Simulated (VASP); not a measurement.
A run of VASP 6.6.1 is set up as follows.

Contents of INCAR:

```
SYSTEM = MnO
PREC = Accurate ; ENCUT = 600
EDIFF = 1E-6 ; ISMEAR = 0
SIGMA = 0.05 ; LREAL = .False.
LASPH = .True. ; NELM = 200
ALGO = Normal ; ISIF = 2
LWAVE = .False. ; LCHARG = .True.
ISPIN = 2 ; MAGMOM = 4.33 4.33 0.1 0.1
LORBIT = 11 ; LMAXMIX = 4
LDAU = .True. ; LDAUTYPE = 2
LDAUL = 2 -1 ; LDAUU = 8 0
LDAUJ = 0 0 ; LDAUPRINT = 1
GGA = PS ; LELF = .True.
LVHAR = .True. ; NBANDS = 31
GGA_COMPAT = .False.
```

Contents of KPOINTS:

```
Automatic mesh
0
Gamma
  7 7 7
  0 0 0
```

The input POSCAR:

```
MnO
1.0
    0.0000000000      2.2220003300      2.2220003300
    4.4440006600      2.2220003300      2.2220003300
    4.4440006600      4.4440006600      0.0000000000
Mn O
2 2
Direct
    0.0000000000      0.0000000000      0.0000000000
    0.0000000000      0.0000000000      0.5000000000
    0.5000000000      0.5000000000      0.0000000000
    0.5000000000      0.5000000000      0.5000000000
```

Potentials or basis: VASP PAW PBE potentials, release 64 (Mn_pv, O).

Launch:

```bash
$ cat potpaw_PBE.64/Mn_pv/POTCAR potpaw_PBE.64/O/POTCAR > POTCAR
$ mpirun -np 1 vasp_std > vasp.out
```

Question: Estimate the site moments.

Answer: Mn +4.72; O +0.08 μB.

Question: Estimate the pressure.

Answer: 3.3 GPa.

Question: Predict the net moment.

Answer: 10.00 μB per cell.

Eigenvalues of the final occupation matrices:
```csv
site,spin,trace,eigenvalues
site 1 d,1,4.83,0.95 0.95 0.95 0.99 0.99
site 1 d,2,0.15,0.01 0.01 0.01 0.06 0.06
site 2 d,1,4.83,0.95 0.95 0.95 0.99 0.99
site 2 d,2,0.15,0.01 0.01 0.01 0.06 0.06
```

Caveat: the cell stands under pressure; the PAW data sets were made with another functional, which shifts forces and pressure a little; an odd mesh through Γ misses points on the zone boundary, where band edges can lie. The state reached can hang on the start; a lower one may exist.
